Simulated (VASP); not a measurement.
Li2O, 3 atoms in the cell. Symmetry: Fm-3m, No. 225, cubic system. The conventional cell has a = 4.648 Å, b = 4.648 Å, c = 4.648 Å, α = 90.00°, β = 90.00°, γ = 90.00°. Li (site symmetry -43m) has 4 O at 2.01 Å and 6 Li at 2.32 Å within 2.7 Å. O (site symmetry m-3m) has 8 Li at 2.01 Å within 2.7 Å.  This cell differs from its parent crystal: volume changed by +5%.

| Property | Result |
| --- | --- |
| Program | VASP 6.6.1 |
| Task | single point |
| Functional | PBE |
| Potentials or basis | VASP PAW PBE potentials, release 64 (Li_sv, O) |
| Cutoff | 750 eV |
| k mesh | 6 × 6 × 6 |
| Occupations | gaussian, width 0.01 eV |
| Spin | no spin polarisation |
| Dipole correction | no |
| Further INCAR settings | ALGO = Normal; EDIFF = 1e-06; NBANDS = 13 |

Potentials or basis: VASP PAW PBE potentials, release 64 (Li_sv, O).

Launch:

```console
$ cat potpaw_PBE.64/Li_sv/POTCAR potpaw_PBE.64/O/POTCAR > POTCAR
$ mpirun -np 1 vasp_std > vasp.out
```

Hardware: 1 thread of AMD EPYC 7R43 64-Core Processor (Zen 3), on a shared host.

How long does it take, and how much memory?

It took 15 s on 1 thread of AMD EPYC 7R43 64-Core Processor (Zen 3), with other jobs on the host, peak memory 0.12 GiB. Counts: scf iterations 13, k points 16.
